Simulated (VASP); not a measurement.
Set up this calculation in VASP 6.6.1, as the native input.

| Quantity | Value |
| --- | --- |
| Task | single point |
| Functional | PBE |
| Potentials or basis | VASP PAW PBE potentials, release 64 (B, As) |
| Cutoff | 520 eV |
| k mesh | 10 × 10 × 10 |
| Occupations | fermi-dirac, width 0.02 eV |
| Spin | no spin polarisation |
| Dipole correction | no |
| Further INCAR settings | ALGO = Normal; EDIFF = 1e-07; NBANDS = 11 |

The structure of BAs lies in POSCAR:

```
BAs
1.0
    0.0000000000      2.4397049562      2.4397049562
    2.4397049562      0.0000000000      2.4397049562
    2.4397049562      2.4397049562      0.0000000000
B As
1 1
Direct
    0.0000000000      0.0000000000      0.0000000000
    0.2500000000      0.2500000000      0.2500000000
```

This cell differs from its parent crystal: strain +2.0%.

These files were run (other wordings do the same):

INCAR

```
SYSTEM = BAs
PREC     = Accurate       ! precision mode
ENCUT    = 520            ! plane-wave cutoff, eV
EDIFF    = 1E-7           ! SCF threshold, eV
ISMEAR   = -1             ! smearing method
SIGMA    = 0.02           ! smearing width, eV
LREAL    = .FALSE.        ! projectors in reciprocal space
LASPH    = .TRUE.         ! aspherical terms in the spheres
NELM     = 80             ! most SCF steps
ALGO     = Normal         ! electronic algorithm
ISIF     = 2              ! what is computed and relaxed
LWAVE    = .FALSE.        ! write WAVECAR
LCHARG   = .FALSE.        ! write CHGCAR
GGA      = PE             ! functional
NBANDS   = 11             ! bands
```

KPOINTS

```
regular mesh
0
G
  10 10 10
  0 0 0
```

Potentials or basis: VASP PAW PBE potentials, release 64 (B, As).

Run with:

```sh
$ cat potpaw_PBE.64/B/POTCAR potpaw_PBE.64/As/POTCAR > POTCAR
$ mpirun -np 1 vasp_std > vasp.out
```

Results of the run:

The pressure is -4.7 GPa. The band gap on the k mesh is 1.24 eV, indirect (least direct gap 3.20 eV).

Caveat: the cell differs from its parent crystal (strain +2.0%).

Run time: 14 s on 1 thread of Intel Xeon 6975P-C (shared host), peak memory 0.16 GiB.
